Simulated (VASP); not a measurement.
# Si2W (P6_222) in VASP: further runs, part 2 of 2

VASP 6.6.1. The steps go on from the part before.

**3. Single point, PBEsol**

This run uses another cell than the first one, of 13.31 Å³/atom.

INCAR reads:

```
SYSTEM = Si2W
PREC     = Accurate       ! precision mode
ENCUT    = 520            ! plane-wave cutoff, eV
EDIFF    = 1E-7           ! SCF threshold, eV
ISMEAR   = -1             ! smearing method
SIGMA    = 0.05           ! smearing width, eV
LREAL    = .False.        ! projectors in reciprocal space
LASPH    = .True.         ! aspherical terms in the spheres
NELM     = 60             ! most SCF steps
ALGO     = Normal         ! electronic algorithm
ISIF     = 2              ! what is computed and relaxed
LWAVE    = .False.        ! write WAVECAR
LCHARG   = .True.         ! write CHGCAR
GGA      = PS             ! functional
LELF     = .True.         ! ELF
LVHAR    = .True.       
NBANDS   = 43             ! bands
```

KPOINTS reads:

```
Automatic mesh
0
Gamma
  7 7 4
  0 0 0
```

POSCAR reads:

```
Si2W
1.0
    4.5765141667      0.0000000000      0.0000000000
   -2.2882570834      3.9633775291      0.0000000000
    0.0000000000      0.0000000000      6.6023491534
W Si
3 6
Direct
    0.5000000000      0.0000000000      0.5000000000
    0.5000000000      0.5000000000      0.8333333333
    0.0000000000      0.5000000000      0.1666666667
    0.3276093601      0.1638046800      0.1666666667
    0.8361953200      0.1638046800      0.8333333333
    0.1638046800      0.3276093601      0.5000000000
    0.6723906399      0.8361953200      0.1666666667
    0.1638046800      0.8361953200      0.8333333333
    0.8361953200      0.6723906399      0.5000000000
```

Potentials or basis: VASP PAW PBE potentials, release 64 (W_sv, Si).

The run is started by

```
$ cat potpaw_PBE.64/W_sv/POTCAR potpaw_PBE.64/Si/POTCAR > POTCAR
$ mpirun -np 1 vasp_std > vasp.out
```

OUTCAR:

```text
SYSTEM = Si2W
   PREC = Accurate
   ENCUT = 520
   EDIFF = 1E-7
   ISMEAR = -1
   LREAL = .False.
   LASPH = .True.
   NELM = 60
   ISIF = 2
   GGA = PS

 ion  position               nearest neighbor table
   1  0.500  0.000  0.500-   4 2.57   7 2.57   5 2.57   8 2.57   6 2.63   9 2.63   9 2.63   6 2.63
                             6 2.66   9 2.66   3 3.17   3 3.17   2 3.17   2 3.17
   2  0.500  0.500  0.833-   6 2.57   9 2.57   7 2.57   4 2.57   5 2.63   8 2.63   8 2.63   5 2.63
                             8 2.66   5 2.66   1 3.17   1 3.17   3 3.17   3 3.17
   3  0.000  0.500  0.167-   6 2.57   9 2.57   8 2.57   5 2.57   4 2.63   7 2.63   7 2.63   4 2.63
                             7 2.66   4 2.66   1 3.17   1 3.17   2 3.17   2 3.17
   4  0.328  0.164  0.167-   6 2.56   8 2.56   1 2.57   2 2.57   7 2.60   3 2.63   3 2.63   3 2.66
                             7 2.67   7 2.67   9 3.15   5 3.15
   5  0.836  0.164  0.833-   6 2.56   7 2.56   1 2.57   3 2.57   8 2.60   2 2.63   2 2.63   2 2.66
                             8 2.67   8 2.67   9 3.15   4 3.15
   6  0.164  0.328  0.500-   5 2.56   4 2.56   3 2.57   2 2.57   9 2.60   1 2.63   1 2.63   1 2.66
                             9 2.67   9 2.67   7 3.15   8 3.15
   7  0.672  0.836  0.167-   9 2.56   5 2.56   1 2.57   2 2.57   4 2.60   3 2.63   3 2.63   3 2.66
                             4 2.67   4 2.67   6 3.15   8 3.15
   8  0.164  0.836  0.833-   9 2.56   4 2.56   1 2.57   3 2.57   5 2.60   2 2.63   2 2.63   2 2.66
                             5 2.67   5 2.67   6 3.15   7 3.15
   9  0.836  0.672  0.500-   8 2.56   7 2.56   3 2.57   2 2.57   6 2.60   1 2.63   1 2.63   1 2.66
                             6 2.67   6 2.67   4 3.15   5 3.15

  LATTYP: Found a hexagonal cell.
 ALAT       =     4.5765141667
 C/A-ratio  =     1.4426589568

  Lattice vectors:

 A1 = (   4.5765141667,   0.0000000000,   0.0000000000)
 A2 = (  -2.2882570834,   3.9633775291,   0.0000000000)
 A3 = (   0.0000000000,   0.0000000000,   6.6023491534)

Analysis of symmetry for initial positions (statically):
=====================================================================
 Subroutine PRICEL returns:
 Original cell was already a primitive cell.
[... 165 lines left out ...]
   IVDW    =     0    specifies the selected vdW correction
   LEPSILON=     F    determine dielectric tensor
   LRPA    =     F    only Hartree local field effects (RPA)
 non-spin polarized calculation
  energy-cutoff  :      520.00
  volume of cell :      119.76
 maximum number of plane-waves:      3300
 NGX is ok and might be reduce to    36
   NGX = 17   NGY = 17   NGZ = 25

 number of electron      66.0000002 magnetization

 Free energy of the ion-electron system (eV)
  ---------------------------------------------------
  ext. energy  EPLUGINS =         0.00000000
  ---------------------------------------------------
  free energy    TOTEN  =       -79.31387471 eV

  energy without entropy =      -79.31125160  energy(sigma->0) =      -79.31256316

 E-fermi :  12.6451     XC(G=0): -12.6662

 val. band max:       12.5360893059   @ k =   0.4286  -0.0000   0.5000
 cond. band min:      12.7627761922   @ k =   0.4286  -0.0000   0.0000
 fundamental gap:      0.2266868863
 Fermi energy:        12.6450975258

 k-point     1 :       0.0000    0.0000    0.0000
  band No.  band energies     occupation
      1     -61.6225      2.00000
      2     -61.6090      2.00000
      3     -61.6090      2.00000
      4     -26.0181      2.00000
      5     -26.0135      2.00000
      6     -26.0135      2.00000
[... 1093 lines left out ...]
     42      15.8446      0.00000
     43      15.9357      0.00000

------------------------ aborting loop because EDIFF is reached ----------------------------------------

  FORCE on cell =-STRESS in cart. coord.  units (eV):
  Direction    XX          YY          ZZ          XY          YZ          ZX
  --------------------------------------------------------------------------------------
  -------------------------------------------------------------------------------------
  Total        0.2334387      0.2334387      0.2886617     -0.0000000      0.0000000      0.0000000
  in kB        3.1230914      3.1230914      3.8618999     -0.0000000      0.0000000      0.0000000
  external PRESSURE =       3.3693609 kB  Pullay stress =       0.0000000 kB

 VOLUME and BASIS-vectors are now :
 -----------------------------------------------------------------------------
  energy-cutoff  :      520.00
  volume of cell :      119.76
      direct lattice vectors                 reciprocal lattice vectors
     4.576514167  0.000000000  0.000000000     0.218506917  0.126155027  0.000000000
    -2.288257083  3.963377529  0.000000000     0.000000000  0.252310054  0.000000000
     0.000000000  0.000000000  6.602349153     0.000000000  0.000000000  0.151461242

 POSITION                                       TOTAL-FORCE (eV/Angst)
 -----------------------------------------------------------------------------------
      2.28826      0.00000      3.30117        -0.000000     -0.000000      0.000000
      1.14413      1.98169      5.50196        -0.000000      0.000000     -0.000000
     -1.14413      1.98169      1.10039        -0.000000      0.000000     -0.000000
      1.12448      0.64922      1.10039        -0.004416     -0.002550      0.000000
      3.45203      0.64922      5.50196         0.004416     -0.002550      0.000000
     -0.00000      1.29844      3.30117         0.000000     -0.005099      0.000000
      1.16378      3.31416      1.10039         0.004416      0.002550     -0.000000
     -1.16378      3.31416      5.50196        -0.004416      0.002550      0.000000
      2.28826      2.66494      3.30117        -0.000000      0.005099      0.000000
 -----------------------------------------------------------------------------------
    total drift:                               -0.000000     -0.000000      0.000000

  FREE ENERGIE OF THE ION-ELECTRON SYSTEM (eV)
  ---------------------------------------------------
  free  energy   TOTEN  =       -79.3138747120 eV

  energy  without entropy=      -79.3112516034  energy(sigma->0) =      -79.31256316
```

OSZICAR:

```text
N       E                     dE             d eps       ncg     rms          rms(c)
DAV:   1     0.636041635656E+03    0.63604E+03   -0.35100E+04  2136   0.157E+03
DAV:   2    -0.417888110669E+02   -0.67783E+03   -0.65419E+03  2192   0.451E+02
DAV:   3    -0.808229519097E+02   -0.39034E+02   -0.37774E+02  2625   0.991E+01
DAV:   4    -0.817576359854E+02   -0.93468E+00   -0.92552E+00  2536   0.144E+01
DAV:   5    -0.817738499371E+02   -0.16214E-01   -0.16180E-01  2544   0.209E+00    0.457E+01
DAV:   6    -0.796750886124E+02    0.20988E+01   -0.10094E+01  2511   0.158E+01    0.165E+01
DAV:   7    -0.793847871592E+02    0.29030E+00   -0.96591E-01  2445   0.388E+00    0.746E+00
DAV:   8    -0.793158059417E+02    0.68981E-01   -0.13770E-01  2525   0.202E+00    0.527E-01
DAV:   9    -0.793144711320E+02    0.13348E-02   -0.10399E-02  2720   0.414E-01    0.334E-01
DAV:  10    -0.793139827326E+02    0.48840E-03   -0.24142E-03  2559   0.316E-01    0.107E-01
DAV:  11    -0.793138758378E+02    0.10689E-03   -0.42660E-04  2512   0.124E-01    0.293E-02
DAV:  12    -0.793138756699E+02    0.16786E-06   -0.19622E-05  2658   0.218E-02    0.965E-03
DAV:  13    -0.793138747722E+02    0.89770E-06   -0.16184E-06  2472   0.590E-03    0.161E-03
DAV:  14    -0.793138747120E+02    0.60247E-07   -0.65707E-08  1370   0.141E-03
   1 F= -.79313875E+02 E0= -.79312563E+02  d E =-.262311E-02
```

stdout:

```text
POSCAR found type information on POSCAR W Si
 POSCAR found :  2 types and       9 ions
 scaLAPACK will be used
 -----------------------------------------------------------------------------
|                                                                             |
|                                                                             |
|     You enforced a specific xc type in the INCAR file but a different       |
|     I HOPE YOU KNOW WHAT YOU ARE DOING!                                     |
|                                                                             |
 -----------------------------------------------------------------------------

 LDA part: xc-table for (Slater+PW92), standard interpolation
 POSCAR, INCAR and KPOINTS ok, starting setup
 FFT: planning ... GRIDC
 FFT: planning ... GRID_SOFT
 FFT: planning ... GRID
 WAVECAR not read
 entering main loop
```

It took 49 s on 1 thread of Intel Xeon 6975P-C (Granite Rapids), shared host; peak memory 0.28 GiB.

What came out:

- Free energy: -79.3139 eV
- Pressure: 0.3 GPa
- Largest force: 0.005 eV/Å
- Band gap on the k mesh: 0.23 eV (least direct gap 0.72 eV)

Forces in eV/Å, atoms in the order of the input:
```
W    0.000  0.000  0.000
W    0.000  0.000  0.000
W    0.000  0.000  0.000
Si  -0.004 -0.003  0.000
Si   0.004 -0.003  0.000
Si   0.000 -0.005  0.000
Si   0.004  0.003  0.000
Si  -0.004  0.003  0.000
Si   0.000  0.005  0.000
```

Caveat: the PAW data sets were made with another functional, which shifts forces and pressure a little; spin-orbit coupling is left out, which moves the levels of the heavy elements. A k mesh can miss the band edges.

**4. Relaxation of cell and atoms, PBEsol**

INCAR reads:

```
ALGO = Normal
EDIFF = 1E-7
EDIFFG = -0.01
ENCUT = 600
GGA = PS
IBRION = 2
ISIF = 3
ISMEAR = -1
LASPH = T
LCHARG = F
LREAL = F
LWAVE = F
NELM = 100
NSW = 60
PREC = Accurate
SIGMA = 0.05
```

KPOINTS reads:

```
k-points
0
Gamma
  7 7 4
```

POSCAR reads:

```
Si2W
1.0
    4.6168523821      0.0000000000      0.0000000000
   -2.3084261911      3.9983114484      0.0000000000
    0.0000000000      0.0000000000      6.6532220000
W Si
3 6
Direct
    0.5000000000      0.0000000000      0.5000000000
    0.5000000000      0.5000000000      0.8333333333
    0.0000000000      0.5000000000      0.1666666667
    0.3272520000      0.1636260000      0.1666666667
    0.8363740000      0.1636260000      0.8333333333
    0.1636260000      0.3272520000      0.5000000000
    0.6727480000      0.8363740000      0.1666666667
    0.1636260000      0.8363740000      0.8333333333
    0.8363740000      0.6727480000      0.5000000000
```

The run is started by

```
$ cat potpaw_PBE.64/W_sv/POTCAR potpaw_PBE.64/Si/POTCAR > POTCAR
$ mpirun -np 1 vasp_std > vasp.out
```

It took 4.1 min on 1 thread of Intel Xeon 6975P-C (Granite Rapids), shared host; peak memory 0.35 GiB.

Results (log left out):

```yaml
Free_energy: -79.3146 eV
Relaxed_volume: 13.32 Å³/atom
Relaxed_cell: a = 4.578 Å, b = 4.578 Å, c = 6.606 Å, α = 90.00°, β = 90.00°, γ = 120.00°
Space_group_after_relaxing_to_0.1_Å: P6_222 (No. 180)
Energy_gained_by_relaxing: 5.4 meV/atom
Ionic_steps: 5
Pressure_after_relaxing: 0.0 GPa
Largest_force_after_relaxing: 0.004 eV/Å
Band_gap_on_the_k_mesh: 0.23 eV (least direct gap 0.72 eV)
```

Forces in eV/Å, atoms in the order of the input:
```
W    0.000  0.000  0.000
W    0.000  0.000  0.000
W    0.000  0.000  0.000
Si   0.003  0.002  0.000
Si  -0.003  0.002  0.000
Si   0.000  0.004  0.000
Si  -0.003 -0.002  0.000
Si   0.003 -0.002  0.000
Si   0.000 -0.004  0.000
```

The path:
```tsv
step	energy change (eV)	largest force (eV/Å)	pressure (GPa)	volume (Å³)
1	0.0000	0.0330	-5.28	122.82
2	0.1140	0.0382	10.91	114.99
3	-0.0485	0.0096	-0.07	119.98
4	-0.0485	0.0091	0.04	119.92
5	-0.0487	0.0040	0.05	119.91
```

Final structure:
```yaml
crystal:
  lattice:
    - [4.57843, 0.00000, 0.00000]
    - [-2.28922, 3.96504, 0.00000]
    - [0.00000, 0.00000, 6.60553]
  atoms:
    - { symbol: W, position: [0.50000, 0.00000, 0.50000] }
    - { symbol: W, position: [0.50000, 0.50000, 0.83333] }
    - { symbol: W, position: [0.00000, 0.50000, 0.16667] }
    - { symbol: Si, position: [0.32749, 0.16375, 0.16667] }
    - { symbol: Si, position: [0.83625, 0.16375, 0.83333] }
    - { symbol: Si, position: [0.16375, 0.32749, 0.50000] }
    - { symbol: Si, position: [0.67251, 0.83625, 0.16667] }
    - { symbol: Si, position: [0.16375, 0.83625, 0.83333] }
    - { symbol: Si, position: [0.83625, 0.67251, 0.50000] }
```

Levels at points of the mesh, in eV from the valence-band top:
| k point | band 30 | band 31 | band 32 | band 33 | band 34 | band 35 | band 36 | band 37 |
| --- | --- | --- | --- | --- | --- | --- | --- | --- |
| (0.00, 0.00, 0.00) | -3.32 | -2.95 | -2.51 | -0.89 | 2.31 | 2.31 | 2.44 | 2.57 |
| (0.00, 0.00, 0.50) | -2.66 | -2.50 | -0.67 | -0.67 | 1.89 | 2.22 | 2.22 | 2.44 |

Caveat: the PAW data sets were made with another functional, which shifts forces and pressure a little; spin-orbit coupling is left out, which moves the levels of the heavy elements.

**5. Overview**

| task | level | cell | cutoff (eV) | gap on the mesh (eV) | pressure (GPa) | relaxed volume (Å³/atom) |
| --- | --- | --- | --- | --- | --- | --- |
| relaxation of cell and atoms | RPBE | relaxed from a = 4.617, b = 4.617, c = 6.653 Å, angles 90.0, 90.0, 120.0°, 9 atoms, atomic positions A | 600 | 0.24 | 0.0 | 13.77 |
| single point | PBEsol | a = 4.577, b = 4.577, c = 6.602 Å, angles 90.0, 90.0, 120.0°, 9 atoms, atomic positions B | 520 | 0.23 | 0.3 | - |
| relaxation of cell and atoms | PBEsol | relaxed from a = 4.617, b = 4.617, c = 6.653 Å, angles 90.0, 90.0, 120.0°, 9 atoms, atomic positions A | 600 | 0.23 | 0.0 | 13.32 |

Alike in all rows: potentials or basis VASP PAW PBE potentials, release 64 (W_sv, Si); no spin polarisation; k mesh 7 × 7 × 4; smearing fermi-dirac 0.05 eV.

Caveats: the PAW data sets were made with another functional, which shifts forces and pressure a little; spin-orbit coupling is left out, which moves the levels of the heavy elements.

Absolute energies hang on the potentials; compare differences alone.
